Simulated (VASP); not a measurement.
A run of VASP 6.6.1:

File INCAR:

```
SYSTEM = Au
  PREC = Accurate
  ENCUT = 600
  EDIFF = 1E-6
  ISMEAR = -1
  SIGMA = 0.05
  LREAL = .FALSE.
  LASPH = .TRUE.
  NELM = 80
  ALGO = Normal
  ISIF = 3
  LWAVE = .FALSE.
  LCHARG = .FALSE.
  GGA = PS
  IBRION = 2
  NSW = 60
  EDIFFG = -0.01
  PSTRESS = 300.0
```

File KPOINTS:

```
regular mesh
0
G
  11 11 6
  0 0 0
```

The input POSCAR:

```
Au
1.0
    2.9000000000      0.0000000000      0.0000000000
   -1.4500000000      2.5114736710      0.0000000000
    0.0000000000      0.0000000000      4.8800000000
Au
2
Direct
    0.6666666667      0.3333333333      0.2500000000
    0.3333333333      0.6666666667      0.7500000000
```

Potentials or basis: VASP PAW PBE potentials, release 64 (Au).

Command:

```bash
$ cat potpaw_PBE.64/Au/POTCAR > POTCAR
$ mpirun -np 1 vasp_std > vasp.out
```

Hardware: 1 thread of AMD EPYC 9R45 96-Core Processor (Zen 5) (shared host).

Q: Estimate the wall time of this run.

A: Run time: 120 s on 1 thread of AMD EPYC 9R45 96-Core Processor (Zen 5), on a shared host, peak memory 0.17 GiB. Counts: scf iterations 69, k points 64, ion steps 10.
